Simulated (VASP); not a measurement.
Write the native input for VASP 6.6.1 that does the following.

```
Task                   : relaxation of cell and atoms
Functional             : PBEsol
Potentials or basis    : VASP PAW PBE potentials, release 64 (Os)
Cutoff                 : 600 eV
k mesh                 : 11 × 11 × 6
Occupations            : fermi-dirac, width 0.05 eV
Spin                   : no spin polarisation
Target pressure        : 5 GPa
Dipole correction      : no
Further INCAR settings : ALGO = Normal; EDIFF = 1e-06; IBRION = 2; EDIFFG = -0.02; NSW = 80; ISIF = 3
```

The structure of Os lies in POSCAR:

```
Os
1.0
    2.7341000000      0.0000000000      0.0000000000
   -1.3670500000      2.3678000565      0.0000000000
    0.0000000000      0.0000000000      4.3197000000
Os
2
Direct
    0.6666666667      0.3333333333      0.7500000000
    0.3333333333      0.6666666667      0.2500000000
```

One way to write it, as run:

INCAR

```
ALGO = Normal
EDIFF = 1E-6
EDIFFG = -0.02
ENCUT = 600
GGA = PS
IBRION = 2
ISIF = 3
ISMEAR = -1
LASPH = True
LCHARG = False
LREAL = False
LWAVE = False
NELM = 100
NSW = 80
PREC = Accurate
PSTRESS = 50.0
SIGMA = 0.05
```

KPOINTS

```
k-points
0
Gamma
  11 11 6
```

Potentials or basis: VASP PAW PBE potentials, release 64 (Os).

Command:

```bash
$ cat potpaw_PBE.64/Os/POTCAR > POTCAR
$ mpirun -np 1 vasp_std > vasp.out
```

Results of the run:

| Item | Value |
| --- | --- |
| Relaxed volume | 13.77 Å³/atom |
| Relaxed cell | a = 2.719 Å, b = 2.719 Å, c = 4.299 Å, α = 90.00°, β = 90.00°, γ = 120.00° |
| Space group after relaxing (to 0.05 Å) | P6_3/mmc (No. 194) |
| Energy change on relaxing (the enthalpy is what falls) | +1.8 meV/atom |
| Ionic steps | 7 |
| Pressure after relaxing | 4.9 GPa |
| Band gap on the k mesh | zero (band 8 reaches 11.72 eV, above the bottom of band 9 at 7.72 eV) |

Caveat: the cell is relaxed towards a set pressure, so the enthalpy falls and the energy may rise; the PAW data sets were made with another functional, which shifts forces and pressure a little; spin-orbit coupling is left out, which moves the levels of the heavy elements.

Wall time 46 s on 1 thread of Intel(R) Xeon(R) Platinum 8375C CPU @ 2.90GHz (Ice Lake) (shared host), peak memory 0.17 GiB.
